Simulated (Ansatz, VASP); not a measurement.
**C in VASP and in Ansatz**

```
CELL_PARAMETERS angstrom
2.12060 -4.36946 0.00000
2.12060 4.36946 0.00000
0.00000 0.00000 2.50471
ATOMIC_POSITIONS crystal
C 0.64817 0.98134 0.00000
C 0.35183 0.01866 0.00000
C 0.01866 0.35183 0.00000
C 0.98134 0.64817 0.00000
C 0.40474 0.22633 0.50000
C 0.59526 0.77367 0.50000
C 0.77367 0.59526 0.50000
C 0.22633 0.40474 0.50000
```

Alike in both runs: functional r2SCAN; k mesh 6 × 6 × 10; occupations gaussian, width 0.02 eV; no spin polarisation.

Ansatz relaxed the structure, and its values are those at the end. VASP's run is a single point on that final structure, the one shown.

|  | VASP | Ansatz |
| --- | --- | --- |
| version | VASP 6.6.1 | Ansatz 0.2.0 |
| potentials or method | VASP PAW PBE potentials, release 64 (C), cutoff 520 eV | scalar-relativistic, plane waves, PAW |
| valence electrons in the cell | 32 | 32 |

Ansatz gave:

```
gap on the k mesh at the Fermi level (eV) : 3.56
least direct gap on the mesh (eV)         : 5.31
pressure (GPa)                            : 0.0
rms of the force components (eV/Å)        : 0.000
```

Which values does VASP return?

gap on the k mesh at the Fermi level (eV): 3.53; least direct gap on the mesh (eV): 5.28; pressure (GPa): 1.1; rms of the force components (eV/Å): 0.009.

VASP's potentials were made for PBE, not for r2SCAN. With one functional, cell and mesh, what is left measures potentials, basis and numerics.
